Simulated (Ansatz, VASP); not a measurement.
**AlRu in VASP and in Ansatz**

Contents of INCAR:

```
SYSTEM = AlRu
  ALGO = Normal
  EDIFF = 1E-8
  ENCUT = 520
  GGA = PS
  ISIF = 2
  ISMEAR = -1
  LASPH = .True.
  LCHARG = .False.
  LEFG = .True.
  LREAL = .False.
  LWAVE = .False.
  NBANDS = 16
  NELM = 80
  PREC = Accurate
  SIGMA = 0.05
```

File KPOINTS:

```
k-points
0
Gamma
  12 12 12
  0 0 0
```

File POSCAR:

```
AlRu
1.0
    2.9916000000      0.0299160000      0.0299160000
    0.0299160000      2.9916000000      0.0299160000
    0.0299160000      0.0299160000      2.9916000000
Al Ru
1 1
Direct
    0.0000000000      0.0000000000      0.0000000000
    0.5000000000      0.5000000000      0.5000000000
```

Input for Ansatz:

```yaml
crystal:
  lattice:
    - [2.9916, 0.029916, 0.029916]
    - [0.029916, 2.9916, 0.029916]
    - [0.029916, 0.029916, 2.9916]
  atoms:
    - { symbol: Al, position: [0.0, 0.0, 0.0] }
    - { symbol: Ru, position: [0.5, 0.5, 0.5] }
kpoints:
  mp_grid: { grid: [12, 12, 12] }
scf:
  occupations: { method: fermi_dirac, width: 0.05 }
hamiltonian:
  xc: pbesol
  pseudopotentials: { kind: all_electron, datasets: crystal }
output:
  forces: true
  stress: true
  eigenvalues: true
  efg: { contact_densities: true }
```

Change from the starting cell: equal xy, yz and zx shear strains of +2 %, crystal datasets.

Alike in both runs: task electric field gradients; functional PBEsol; k mesh 12 × 12 × 12; occupations fermi-dirac, width 0.05 eV; no spin polarisation.

|  | VASP | Ansatz |
| --- | --- | --- |
| version | VASP 6.6.1 | Ansatz 0.2.0 |
| potentials or method | VASP PAW PBE potentials, release 64 (Al, Ru_pv), cutoff 520 eV | all-electron PAW with datasets made for the crystal, scalar-relativistic |

Ansatz gave:

* pressure (GPa): -3.2
* traceless stress, the component that is largest in VASP (GPa): -2.42
* size of Vzz on the site where it differs most (V/Å²): 7.5

Q: What did VASP give for the same quantities?

A: Pressure (GPa): -3.1; traceless stress, the component that is largest in VASP (GPa): -2.42; size of Vzz on the site where it differs most (V/Å²): 6.2.

VASP's potentials were made for PBE, not for PBEsol. Ansatz ran all-electron here, and VASP with PAW potentials.
